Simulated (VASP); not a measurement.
# Sb4O (I4mm) in VASP: single point with PBE

Aim: the single point of Sb4O with PBE.

Program: VASP 6.6.1. These are calculated values, not measurements. Logs are shortened: lines on timing, memory, paths and dates and some standing lists are left out, and cuts for length are marked.

## 1. The cell of the first run

It takes space group I4mm (No. 107, tetragonal). The conventional cell has a = 6.425 Å, b = 6.425 Å, c = 6.289 Å, α = 90.00°, β = 90.00°, γ = 90.00°. Sb (site symmetry 2mm) has 10 Sb at 3.14 to 3.95 Å and 4 O at 3.24 to 4.22 Å within 4.3 Å. Within 1.9 Å of Sb (site symmetry 4mm) lie 1 O at 1.40 Å. Sb (site symmetry 4mm) has 1 O at 1.26 Å within 1.7 Å. O (site symmetry 4mm) has 2 Sb at 1.26 to 1.40 Å within 1.7 Å.

The cell was generated, and may not be a known phase.

## 2. Single point, PBE

INCAR reads:

```
SYSTEM = Sb4O
ALGO     = Fast           ! electronic algorithm
EDIFF    = 1E-7           ! SCF threshold, eV
ENCUT    = 520            ! plane-wave cutoff, eV
GGA      = PE             ! functional
ISIF     = 2              ! what is computed and relaxed
ISMEAR   = 0              ! smearing method
LASPH    = .True.         ! aspherical terms in the spheres
LCHARG   = .False.        ! write CHGCAR
LREAL    = .False.        ! projectors in reciprocal space
LWAVE    = .False.        ! write WAVECAR
NBANDS   = 21             ! bands
NELM     = 60             ! most SCF steps
PREC     = Accurate       ! precision mode
SIGMA    = 0.1            ! smearing width, eV
```

KPOINTS reads:

```
k-points
0
Gamma
  4 4 4
  0 0 0
```

POSCAR reads:

```
Sb4O
1.0
   -3.2123595800      3.2123595800      3.1445047200
    3.2123595800     -3.2123595800      3.1445047200
    3.2123595800      3.2123595800     -3.1445047200
Sb O
4 1
Direct
    0.0441419000      0.5441419000      0.5000000000
    0.5441419000      0.0441419000      0.5000000000
    0.3334524800      0.3334524800      0.0000000000
    0.9096640800      0.9096640800      0.0000000000
    0.1101138900      0.1101138900      0.0000000000
```

Potentials or basis: VASP PAW PBE potentials, release 64 (Sb, O).

Command:

```console
$ cat potpaw_PBE.64/Sb/POTCAR potpaw_PBE.64/O/POTCAR > POTCAR
$ mpirun -np 1 vasp_std > vasp.out
```

OUTCAR:

```text
SYSTEM = Sb4O
   EDIFF = 1E-7
   ENCUT = 520
   GGA = PE
   ISIF = 2
   ISMEAR = 0
   LASPH = .True.
   LREAL = .False.
   NELM = 60
   PREC = Accurate

 ion  position               nearest neighbor table
   1  0.044  0.544  0.500-   2 3.14   2 3.14   4 3.32   4 3.32   3 3.47   3 3.47   3 3.69   3 3.69

   2  0.544  0.044  0.500-   1 3.14   1 3.14   4 3.32   4 3.32   3 3.47   3 3.47   3 3.69   3 3.69

   3  0.333  0.333  0.000-   5 1.40   4 2.67   1 3.47   2 3.47   1 3.47   2 3.47   4 3.62   1 3.69
                             2 3.69   1 3.69   2 3.69
   4  0.910  0.910  0.000-   5 1.26   3 2.67   2 3.32   1 3.32   1 3.32   2 3.32   3 3.62
   5  0.110  0.110  0.000-   4 1.26   3 1.40

 -----------------------------------------------------------------------------
|                                                                             |
|           W    W    AA    RRRRR   N    N  II  N    N   GGGG   !!!           |
|           W    W   A  A   R    R  NN   N  II  NN   N  G    G  !!!           |
|           W    W  A    A  R    R  N N  N  II  N N  N  G       !!!           |
|           W WW W  AAAAAA  RRRRR   N  N N  II  N  N N  G  GGG   !            |
|           WW  WW  A    A  R   R   N   NN  II  N   NN  G    G                |
|           W    W  A    A  R    R  N    N  II  N    N   GGGG   !!!           |
|                                                                             |
|     The distance between some ions is very small. Please check the          |
|     nearest-neighbor list in the OUTCAR file.                               |
|     I HOPE YOU KNOW WHAT YOU ARE DOING!                                     |
|                                                                             |
 -----------------------------------------------------------------------------

  LATTYP: Found a body centered tetragonal cell.
 ALAT       =     6.4247191600
 C/A-ratio  =     0.9788769413

  Lattice vectors:

 A1 = (  -3.2123595800,   3.2123595800,   3.1445047200)
 A2 = (   3.2123595800,  -3.2123595800,   3.1445047200)
 A3 = (   3.2123595800,   3.2123595800,  -3.1445047200)

Analysis of symmetry for initial positions (statically):
=====================================================================
 Subroutine PRICEL returns:
 Original cell was already a primitive cell.

 Routine SETGRP: Setting up the symmetry group for a
 body centered tetragonal supercell.

 Subroutine GETGRP returns: Found  8 space group operations
 (whereof  8 operations were pure point group operations)
 out of a pool of 16 trial point group operations.

The static configuration has the point symmetry C_4v.

Analysis of symmetry for dynamics (positions and initial velocities):
[... 112 lines left out ...]
   ISYM   =      2    0-nonsym 1-usesym 2-fastsym
   POTIM  = 0.5000    time-step for ionic-motion
   TEBEG  =    0.0;   TEEND  =   0.0 temperature during run
   PSTRESS=    0.0 pullay stress
   NELECT =      26.0000    total number of electrons
   NUPDOWN=      -1.0000    fix difference up-down
   EMIN   =  10.00;   EMAX   =-10.00  energy-range for DOS
   EFERMI =   0.00;   METHOD = LEGACY
   ISMEAR =     0;   SIGMA  =   0.10  broadening in eV -4-tet -1-fermi 0-gaus
   EFERMI_NEDOS =   21; number of points for ismear=-14 and -15
   IALGO  =     68    algorithm
   IMIX   =      4    mixing-type and parameters
     AMIX     =   0.40;   BMIX     =  1.00
     AMIX_MAG =   1.60;   BMIX_MAG =  1.00
  volume/ion in A,a.u.               =      25.96       175.18
  Fermi-wavevector in a.u.,A,eV,Ry     =   0.957883  1.810136 12.483885  0.917540
  Thomas-Fermi vector in A             =   2.086941
   LORBIT       =      0    0 simple, 1 ext, 2 COOP (PROOUT), +10 PAW based schemes
   GGA     = PE    functional components
   LHFCALC =     F    Hartree Fock is set to
   AEXX    =    0.0000 exact exchange contribution
   IVDW    =     0    specifies the selected vdW correction
   LEPSILON=     F    determine dielectric tensor
   LRPA    =     F    only Hartree local field effects (RPA)
 non-spin polarized calculation
 RMM-DIIS sequential band-by-band and
 Gauss-broadening in eV      SIGMA  =   0.10
  energy-cutoff  :      520.00
  volume of cell :      129.80
 maximum number of plane-waves:      3524
 NGX is ok and might be reduce to    42
   NGX = 21   NGY = 21   NGZ = 21

 number of electron      26.0000002 magnetization

 Free energy of the ion-electron system (eV)
  ---------------------------------------------------
  ext. energy  EPLUGINS =         0.00000000
  ---------------------------------------------------
  free energy    TOTEN  =        10.35244173 eV

  energy without entropy =       10.38085919  energy(sigma->0) =       10.36665046

 E-fermi :   6.8905     XC(G=0):  -9.4940

 val. band max:        6.8603376641   @ k =   0.5000   0.2500  -0.0000
 cond. band min:       6.9295066084   @ k =   0.5000   0.5000   0.0000
 fundamental gap:      0.0691689443
 Fermi energy:         6.8905496126

 k-point     1 :       0.0000    0.0000    0.0000
  band No.  band energies     occupation
      1     -19.5878      2.00000
      2      -8.5395      2.00000
      3      -5.2940      2.00000
      4      -5.2940      2.00000
      5      -3.7399      2.00000
      6      -0.2728      2.00000
[... 301 lines left out ...]
     20      12.0132      0.00000
     21      12.6476      0.00000

------------------------ aborting loop because EDIFF is reached ----------------------------------------

  FORCE on cell =-STRESS in cart. coord.  units (eV):
  Direction    XX          YY          ZZ          XY          YZ          ZX
  --------------------------------------------------------------------------------------
  -------------------------------------------------------------------------------------
  Total       -1.9253608     -1.9253608    206.3052811      0.0000000      0.0000000      0.0000000
  in kB      -23.7663318    -23.7663318   2546.5979206      0.0000000      0.0000000      0.0000000
  external PRESSURE =     833.0217523 kB  Pullay stress =       0.0000000 kB

 VOLUME and BASIS-vectors are now :
 -----------------------------------------------------------------------------
  energy-cutoff  :      520.00
  volume of cell :      129.80
      direct lattice vectors                 reciprocal lattice vectors
    -3.212359580  3.212359580  3.144504720     0.000000000  0.155648827  0.159007553
     3.212359580 -3.212359580  3.144504720     0.155648827  0.000000000  0.159007553
     3.212359580  3.212359580 -3.144504720     0.155648827  0.155648827  0.000000000

 POSITION                                       TOTAL-FORCE (eV/Angst)
 -----------------------------------------------------------------------------------
      3.21236      0.00000      0.27761        -0.000000     -0.000000     -0.826847
      0.00000      3.21236      0.27761        -0.000000     -0.000000     -0.826847
      0.00000      0.00000      2.09709        -0.000000     -0.000000     58.048573
      0.00000      0.00000      5.72089         0.000000      0.000000    -98.860382
      0.00000      0.00000      0.69251        -0.000000     -0.000000     42.465504
 -----------------------------------------------------------------------------------
    total drift:                               -0.000002     -0.000002     -0.000602

  FREE ENERGIE OF THE ION-ELECTRON SYSTEM (eV)
  ---------------------------------------------------
  free  energy   TOTEN  =        10.3524417315 eV

  energy  without entropy=       10.3808591899  energy(sigma->0) =       10.36665046
```

Run time: 77 s. Hardware: 1 thread of Oxide Virtual Turin-like, shared host; peak memory 0.22 GiB.

What came out:

```yaml
Free_energy: 10.3524 eV
Pressure: 83.3 GPa
Largest_force: 98.860 eV/Å
Band_gap_on_the_k_mesh: zero (bands 13 and 14 overlap by 0.26 eV)
```

Forces on the atoms (eV/Å):
```
Sb    0.000   0.000  -0.827
Sb    0.000   0.000  -0.827
Sb    0.000   0.000  58.049
Sb    0.000   0.000 -98.860
O     0.000   0.000  42.466
```

Caveat: atoms lie so close that the PAW spheres overlap strongly, which falsifies energies and pressures; the stress differs along the axes, from -2 to 255 GPa; spin-orbit coupling is left out, which moves the levels of the heavy elements; forces of over 1 eV/Å act on the atoms, so gaps and moduli don't describe the material at rest.

The gap in the log of VASP goes by the Fermi energy; the results here count the filled bands.